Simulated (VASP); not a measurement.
# CO2 (I-42d) in VASP: a series of runs

The runs below take CO2 through single point, with PBEsol.

Everything below comes from runs of VASP 6.6.1. Logs are shortened: lines on timing, memory, paths and dates and some standing lists are left out, and cuts for length are marked.

**1. The cell of the first run**

It takes space group I-42d (No. 122, tetragonal). Conventional cell: a = 3.918 Å, b = 3.918 Å, c = 5.937 Å, α = 90.00°, β = 90.00°, γ = 90.00°. Within 1.9 Å of C (site symmetry -4) lie 4 O at 1.39 Å. Within 1.9 Å of O (site symmetry 2) lie 2 C at 1.39 Å.

**2. Single point, PBEsol**

File INCAR:

```
SYSTEM = CO2
PREC = Accurate
ENCUT = 520
EDIFF = 1E-6
ISMEAR = 0
SIGMA = 0.02
LREAL = .False.
LASPH = .True.
NELM = 60
ALGO = Normal
ISIF = 2
LWAVE = .False.
LCHARG = .False.
GGA = PS
NBANDS = 25
```

File KPOINTS:

```
Automatic mesh
0
Gamma
  8 8 8
  0 0 0
```

File POSCAR:

```
CO2
1.0
   -1.9589460133      1.9589460133      2.9686463527
    1.9589460133     -1.9589460133      2.9686463527
    1.9589460133      1.9589460133     -2.9686463527
C O
2 4
Direct
    0.7500000000      0.2500000000      0.5000000000
    0.0000000000      0.0000000000      0.0000000000
    0.7077697750      0.1250000000      0.0827697750
    0.0422302250      0.6250000000      0.9172302250
    0.3750000000      0.2922302250      0.4172302250
    0.8750000000      0.9577697750      0.5827697750
```

Potentials or basis: VASP PAW PBE potentials, release 64 (C, O).

Command:

```bash
cat potpaw_PBE.64/C/POTCAR potpaw_PBE.64/O/POTCAR > POTCAR
mpirun -np 1 vasp_std > vasp.out
```

OUTCAR:

```text
SYSTEM = CO2
   PREC = Accurate
   ENCUT = 520
   EDIFF = 1E-6
   ISMEAR = 0
   LREAL = .False.
   LASPH = .True.
   NELM = 60
   ISIF = 2
   GGA = PS

 ion  position               nearest neighbor table
   1  0.750  0.250  0.500-   3 1.39   4 1.39   5 1.39   6 1.39
   2  0.000  0.000  0.000-   4 1.39   5 1.39   6 1.39   3 1.39
   3  0.708  0.125  0.083-   1 1.39   2 1.39
   4  0.042  0.625  0.917-   1 1.39   2 1.39
   5  0.375  0.292  0.417-   1 1.39   2 1.39
   6  0.875  0.958  0.583-   2 1.39   1 1.39

  LATTYP: Found a body centered tetragonal cell.
 ALAT       =     3.9178920266
 C/A-ratio  =     1.5154304062

  Lattice vectors:

 A1 = (  -1.9589460133,   1.9589460133,   2.9686463527)
 A2 = (   1.9589460133,  -1.9589460133,   2.9686463527)
 A3 = (   1.9589460133,   1.9589460133,  -2.9686463527)

Analysis of symmetry for initial positions (statically):
=====================================================================
 Subroutine PRICEL returns:
 Original cell was already a primitive cell.

 Routine SETGRP: Setting up the symmetry group for a
 body centered tetragonal supercell.

 Subroutine GETGRP returns: Found  8 space group operations
 (whereof  4 operations were pure point group operations)
 out of a pool of 16 trial point group operations.

The static configuration has the point symmetry S_4 .
 The point group associated with its full space group is D_2d.

Analysis of symmetry for dynamics (positions and initial velocities):
=====================================================================
 Subroutine PRICEL returns:
 Original cell was already a primitive cell.

 Routine SETGRP: Setting up the symmetry group for a
 body centered tetragonal supercell.

 Subroutine GETGRP returns: Found  8 space group operations
 (whereof  4 operations were pure point group operations)
 out of a pool of 16 trial point group operations.

The dynamic configuration has the point symmetry S_4 .
 The point group associated with its full space group is D_2d.

 Subroutine INISYM returns: Found  8 space group operations
 (whereof  4 operations are pure point group operations),
 and found     1 'primitive' translations

----------------------------------------------------------------------------------------

                                     Primitive cell

  volume of cell :      45.5684

  direct lattice vectors                    reciprocal lattice vectors
    -1.958946013  1.958946013  2.968646353     0.000000000  0.255239295  0.168426933
     1.958946013 -1.958946013  2.968646353     0.255239295  0.000000000  0.168426933
     1.958946013  1.958946013 -2.968646353     0.255239295  0.255239295  0.000000000

  length of vectors
     4.060517225  4.060517225  4.060517225     0.305801782  0.305801782  0.360962873

  position of ions in fractional coordinates (direct lattice)
     0.750000000  0.250000000  0.500000000
     0.000000000  0.000000000  0.000000000
     0.707769775  0.125000000  0.082769775
     0.042230225  0.625000000  0.917230225
     0.375000000  0.292230225  0.417230225
     0.875000000  0.957769775  0.582769775

  ion indices of the primitive-cell ions
   primitive index   ion index
                 1           1
                 2           2
                 3           3
                 4           4
                 5           5
                 6           6

----------------------------------------------------------------------------------------

 KPOINTS: Automatic mesh

Automatic generation of k-mesh.
 Grid dimensions read from file:
 generate k-points for:    8    8    8

 Generating k-lattice:

  Cartesian coordinates                     Fractional coordinates (reciprocal lattice)
     0.000000000  0.031904912  0.021053367     0.125000000  0.000000000  0.000000000
     0.031904912  0.000000000  0.021053367     0.000000000  0.125000000  0.000000000
     0.031904912  0.031904912  0.000000000     0.000000000  0.000000000  0.125000000

  Length of vectors
     0.038225223  0.038225223  0.045120359

  Shift w.r.t. Gamma in fractional coordinates (k-lattice)
     0.000000000  0.000000000  0.000000000

 Subroutine IBZKPT returns following result:
 ===========================================

 Found     59 irreducible k-points:

 Following reciprocal coordinates:
            Coordinates               Weight
  0.000000  0.000000  0.000000      1.000000
  0.125000  0.000000  0.000000      8.000000
  0.250000  0.000000  0.000000      8.000000
  0.375000  0.000000  0.000000      8.000000
  0.500000  0.000000  0.000000      4.000000
  0.125000  0.125000  0.000000      8.000000
[... 16 lines left out ...]
  0.250000  0.125000  0.125000     16.000000
  0.375000  0.125000  0.125000      8.000000
 [... further k-points ...]
   k-points           NKPTS =     59   k-points in BZ     NKDIM =     59   number of bands    NBANDS=     25
   number of dos      NEDOS =    301   number of ions     NIONS =      6
   total plane-waves  NPLWV =  27000
   dimension x,y,z NGX =    30 NGY =   30 NGZ =   30
   dimension x,y,z NGXF=    60 NGYF=   60 NGZF=   60
   ions per type =               2   4
   NGX,Y,Z   is equivalent  to a cutoff of  12.28, 12.28, 12.28 a.u.
   NGXF,Y,Z  is equivalent  to a cutoff of  24.57, 24.57, 24.57 a.u.
 SYSTEM =  CO2
   PREC   = accura    normal or accurate (medium, high low for compatibility)
   ISTART =      0    job   : 0-new  1-cont  2-samecut
   ICHARG =      2    charge: 1-file 2-atom 10-const
   ISPIN  =      1    spin polarized calculation?
   LNONCOLLINEAR =      F non collinear calculations
   LSORBIT =      F    spin-orbit coupling
   LASPH  =      T    aspherical Exc in radial PAW
   ENCUT  =  520.0 eV  38.22 Ry    6.18 a.u.   7.55  7.55  7.55*2*pi/ulx,y,z
   NELM   =     60;   NELMIN=  2; NELMDL= -5     # of ELM steps
   EDIFF  = 0.1E-05   stopping-criterion for ELM
   LREAL  =      F    real-space projection
   EDIFFG = 0.1E-04   stopping-criterion for IOM
   NSW    =      0    number of steps for IOM
   IBRION =     -1    ionic relax: 0-MD 1-quasi-New 2-CG
   NFREE  =      0    steps in history (QN), initial steepest desc. (CG)
   ISIF   =      2    stress and relaxation
   ISYM   =      2    0-nonsym 1-usesym 2-fastsym
   POTIM  = 0.5000    time-step for ionic-motion
   TEBEG  =    0.0;   TEEND  =   0.0 temperature during run
   PSTRESS=    0.0 pullay stress
   NELECT =      32.0000    total number of electrons
   NUPDOWN=      -1.0000    fix difference up-down
   EMIN   =  10.00;   EMAX   =-10.00  energy-range for DOS
   EFERMI =   0.00;   METHOD = LEGACY
   ISMEAR =     0;   SIGMA  =   0.02  broadening in eV -4-tet -1-fermi 0-gaus
   EFERMI_NEDOS =   21; number of points for ismear=-14 and -15
   IALGO  =     38    algorithm
   IMIX   =      4    mixing-type and parameters
     AMIX     =   0.40;   BMIX     =  1.00
     AMIX_MAG =   1.60;   BMIX_MAG =  1.00
  volume/ion in A,a.u.               =       7.59        51.25
  Fermi-wavevector in a.u.,A,eV,Ry     =   1.455136  2.749809 28.809273  2.117422
  Thomas-Fermi vector in A             =   2.572206
   LORBIT       =      0    0 simple, 1 ext, 2 COOP (PROOUT), +10 PAW based schemes
   GGA     = PS    functional components
   LHFCALC =     F    Hartree Fock is set to
   AEXX    =    0.0000 exact exchange contribution
   IVDW    =     0    specifies the selected vdW correction
   LEPSILON=     F    determine dielectric tensor
   LRPA    =     F    only Hartree local field effects (RPA)
 non-spin polarized calculation
 Gauss-broadening in eV      SIGMA  =   0.02
  energy-cutoff  :      520.00
  volume of cell :       45.57
 maximum number of plane-waves:      1240
   NGX = 15   NGY = 15   NGZ = 15

 number of electron      31.9999977 magnetization

 Free energy of the ion-electron system (eV)
  ---------------------------------------------------
  ext. energy  EPLUGINS =         0.00000000
  ---------------------------------------------------
  free energy    TOTEN  =       -46.10737327 eV

  energy without entropy =      -46.10737327  energy(sigma->0) =      -46.10737327

 E-fermi :   2.5387     XC(G=0): -11.5155

 val. band max:        2.4145981394   @ k =   0.5000   0.0000   0.0000
 cond. band min:       9.9917989731   @ k =   0.0000   0.0000   0.0000
 fundamental gap:      7.5772008337
 Fermi energy:         2.5387103184

 k-point     1 :       0.0000    0.0000    0.0000
  band No.  band energies     occupation
      1     -21.8274      2.00000
      2     -16.5839      2.00000
      3     -16.5839      2.00000
      4     -15.8775      2.00000
      5     -12.2811      2.00000
      6      -7.4578      2.00000
[... 17 lines left out ...]
     24      17.6047      0.00000
     25      17.6047      0.00000

 k-point     2 :       0.1250    0.0000    0.0000
  band No.  band energies     occupation
      1     -21.7232      2.00000
      2     -16.8283      2.00000
      3     -16.6126      2.00000
      4     -16.0221      2.00000
      5     -11.9475      2.00000
      6      -7.4388      2.00000
[... 17 lines left out ...]
     24      17.5371      0.00000
     25      17.7425      0.00000

 k-point     3 :       0.2500    0.0000    0.0000
  band No.  band energies     occupation
      1     -21.4298      2.00000
      2     -17.5218      2.00000
      3     -16.6707      2.00000
      4     -16.1842      2.00000
      5     -11.2801      2.00000
      6      -7.4137      2.00000
[... 17 lines left out ...]
     24      17.2407      0.00000
     25      17.7660      0.00000

 k-point     4 :       0.3750    0.0000    0.0000
  band No.  band energies     occupation
      1     -21.0332      2.00000
      2     -18.2830      2.00000
      3     -16.7153      2.00000
      4     -16.2877      2.00000
      5     -10.7354      2.00000
      6      -7.3622      2.00000
[... 17 lines left out ...]
     24      17.0071      0.00000
     25      17.4584      0.00000

 k-point     5 :       0.5000    0.0000    0.0000
  band No.  band energies     occupation
      1     -20.8043      2.00000
      2     -18.6491      2.00000
      3     -16.7299      2.00000
      4     -16.3284      2.00000
      5     -10.5392      2.00000
      6      -7.3255      2.00000
[... 17 lines left out ...]
     24      16.9043      0.00000
     25      17.5067      0.00000

 k-point     6 :       0.1250    0.1250    0.0000
  band No.  band energies     occupation
      1     -21.5554      2.00000
      2     -17.1797      2.00000
      3     -16.6645      2.00000
      4     -16.2145      2.00000
      5     -11.4662      2.00000
      6      -7.5142      2.00000
[... 17 lines left out ...]
     24      17.4395      0.00000
     25      17.6904      0.00000
[... 393 lines left out ...]
 k-point    21 :       0.5000    0.5000    0.0000
  band No.  band energies     occupation
      1     -19.7732      2.00000
      2     -19.7732      2.00000
      3     -16.6592      2.00000
      4     -16.6592      2.00000
      5      -9.2752      2.00000
      6      -9.2752      2.00000
[... 17 lines left out ...]
     24      17.2006      0.00000
     25      17.5747      0.00000

 k-point    22 :       0.1250    0.1250    0.1250
  band No.  band energies     occupation
      1     -21.1627      2.00000
      2     -18.0049      2.00000
      3     -16.7332      2.00000
      4     -16.2608      2.00000
      5     -10.8445      2.00000
      6      -7.9658      2.00000
[... 17 lines left out ...]
     24      17.1968      0.00000
     25      18.0453      0.00000

 k-point    23 :       0.2500    0.1250    0.1250
  band No.  band energies     occupation
      1     -20.7634      2.00000
      2     -18.6240      2.00000
      3     -16.7864      2.00000
      4     -16.3840      2.00000
      5     -10.3161      2.00000
      6      -8.0307      2.00000
[... 17 lines left out ...]
     24      17.0267      0.00000
     25      17.5614      0.00000

 k-point    24 :       0.3750    0.1250    0.1250
  band No.  band energies     occupation
      1     -20.5178      2.00000
      2     -18.9570      2.00000
      3     -16.8021      2.00000
      4     -16.4362      2.00000
      5     -10.0922      2.00000
      6      -8.0288      2.00000
[... 17 lines left out ...]
     24      16.8245      0.00000
     25      17.6493      0.00000

 [... further k-points ...]

------------------------ aborting loop because EDIFF is reached ----------------------------------------

  FORCE on cell =-STRESS in cart. coord.  units (eV):
  Direction    XX          YY          ZZ          XY          YZ          ZX
  --------------------------------------------------------------------------------------
  -------------------------------------------------------------------------------------
  Total        0.5346584      0.5346584      0.4306887      0.0000000      0.0000000      0.0000000
  in kB       18.7985161     18.7985161     15.1429558      0.0000000      0.0000000      0.0000000
  external PRESSURE =      17.5799960 kB  Pullay stress =       0.0000000 kB

 VOLUME and BASIS-vectors are now :
 -----------------------------------------------------------------------------
  energy-cutoff  :      520.00
  volume of cell :       45.57
      direct lattice vectors                 reciprocal lattice vectors
    -1.958946013  1.958946013  2.968646353     0.000000000  0.255239295  0.168426933
     1.958946013 -1.958946013  2.968646353     0.255239295  0.000000000  0.168426933
     1.958946013  1.958946013 -2.968646353     0.255239295  0.255239295  0.000000000

 POSITION                                       TOTAL-FORCE (eV/Angst)
 -----------------------------------------------------------------------------------
      0.00000      1.95895      1.48432         0.000000      0.000000      0.000000
      0.00000      0.00000      0.00000         0.000000      0.000000     -0.000000
     -0.97947      1.30376      2.22648         0.000000     -0.101526     -0.000000
      2.93842      0.65519     -0.74216         0.000000      0.101526      0.000000
      0.65519      0.97947      0.74216         0.101526      0.000000      0.000000
      1.30376      0.97947      3.71081        -0.101526      0.000000     -0.000000
 -----------------------------------------------------------------------------------
    total drift:                                0.000002      0.000002      0.000003

  FREE ENERGIE OF THE ION-ELECTRON SYSTEM (eV)
  ---------------------------------------------------
  free  energy   TOTEN  =       -46.1073732668 eV

  energy  without entropy=      -46.1073732668  energy(sigma->0) =      -46.10737327
```

Wall time 30 s (1 thread of Intel Xeon 6975P-C (Granite Rapids), shared host); peak memory 0.19 GiB.

Results:

| Property | Result |
| --- | --- |
| Free energy | -46.1074 eV |
| Pressure | 1.8 GPa |
| Largest force | 0.102 eV/Å |
| Band gap on the k mesh | 7.58 eV (least direct gap 8.03 eV) |

Forces on the atoms (eV/Å):
```
C    0.000  0.000  0.000
C    0.000  0.000  0.000
O    0.000 -0.102  0.000
O    0.000  0.102  0.000
O    0.102  0.000  0.000
O   -0.102  0.000  0.000
```

Stress tensor (GPa, compression positive):
```
1.88 0.00 0.00
0.00 1.88 0.00
0.00 0.00 1.51
```

Caveat: the PAW data sets were made with another functional, which shifts forces and pressure a little. A k mesh can miss the band edges.

(Continued in part 2 of 2.)
